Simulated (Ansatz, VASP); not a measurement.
One calculation of Sc2Al5, two programs

File INCAR:

```
SYSTEM = Sc2Al5
  ALGO = Normal
  DIPOL = 0.5 0.5 0.500
  EDIFF = 1E-7
  ENCUT = 520
  GGA = PE
  IDIPOL = 3
  ISIF = 2
  ISMEAR = 0
  LASPH = .TRUE.
  LCHARG = .FALSE.
  LDIPOL = .TRUE.
  LREAL = .FALSE.
  LWAVE = .FALSE.
  NBANDS = 50
  NELM = 60
  PREC = Accurate
  SIGMA = 0.1
```

File KPOINTS:

```
k-points
0
G
  1 1 1
  0 0 0
```

File POSCAR:

```
Sc2Al5
1.0
    4.1053305968      0.0000000000      0.0000000000
    0.0000000000      5.8058142080      0.0000000000
    0.0000000000      0.0000000000     23.7087213121
Sc Al
4 10
Direct
    0.0000000000      0.5000000000      0.3163392872
    0.0000000000      0.0000000000      0.4387797624
    0.0000000000      0.5000000000      0.5612202376
    0.0000000000      0.0000000000      0.6836607128
    0.0000000000      0.0000000000      0.3163392872
    0.5000000000      0.2500000000      0.3775595248
    0.5000000000      0.7500000000      0.3775595248
    0.0000000000      0.5000000000      0.4387797624
    0.5000000000      0.7500000000      0.5000000000
    0.5000000000      0.2500000000      0.5000000000
    0.0000000000      0.0000000000      0.5612202376
    0.5000000000      0.2500000000      0.6224404752
    0.5000000000      0.7500000000      0.6224404752
    0.0000000000      0.5000000000      0.6836607128
```

Input for Ansatz:

```yaml
crystal:
  lattice:
    - [4.1053305968, 0.0, 0.0]
    - [0.0, 5.805814208, 0.0]
    - [0.0, 0.0, 23.7087213121]
  atoms:
    - { symbol: Sc, position: [0.0, 0.5, 0.3163392872] }
    - { symbol: Al, position: [0.0, 0.0, 0.3163392872] }
    - { symbol: Al, position: [0.5, 0.25, 0.3775595248] }
    - { symbol: Al, position: [0.5, 0.75, 0.3775595248] }
    - { symbol: Sc, position: [0.0, 0.0, 0.4387797624] }
    - { symbol: Al, position: [0.0, 0.5, 0.4387797624] }
    - { symbol: Al, position: [0.5, 0.75, 0.5] }
    - { symbol: Al, position: [0.5, 0.25, 0.5] }
    - { symbol: Sc, position: [0.0, 0.5, 0.5612202376] }
    - { symbol: Al, position: [0.0, 0.0, 0.5612202376] }
    - { symbol: Al, position: [0.5, 0.25, 0.6224404752] }
    - { symbol: Al, position: [0.5, 0.75, 0.6224404752] }
    - { symbol: Sc, position: [0.0, 0.0, 0.6836607128] }
    - { symbol: Al, position: [0.0, 0.5, 0.6836607128] }
basis:
  ecutwfc: 420
kpoints:
  mp_grid: { grid: [1, 1, 1] }
hamiltonian:
  xc: pbe
scf:
  occupations: { method: gaussian, width: 0.1 }
output:
  forces: true
  stress: true
  eigenvalues: true
efield:
  axis: 3
  dipole_correction: true
  ramp_width: 0.04
```

Alike in both runs: task single point; functional PBE; k mesh 1 × 1 × 1; occupations gaussian, width 0.1 eV; no spin polarisation.

|  | VASP | Ansatz |
| --- | --- | --- |
| version | VASP 6.6.1 | Ansatz 0.2.0 |
| potentials or method | VASP PAW PBE potentials, release 64 (Sc_sv, Al), cutoff 520 eV | scalar-relativistic, plane waves, PAW |
| valence electrons in the cell | 74 | 74 |

```csv
,VASP,Ansatz,Ansatz less VASP
gap on the k mesh at the Fermi level (eV),0.29,0.29,-0.002
least direct gap on the mesh (eV),0.29,0.29,-0.002
rms of the force components (eV/Å),0.262,0.262,+0.0001
```

The functional is the same, so the differences come from potentials, cutoffs and numerics.
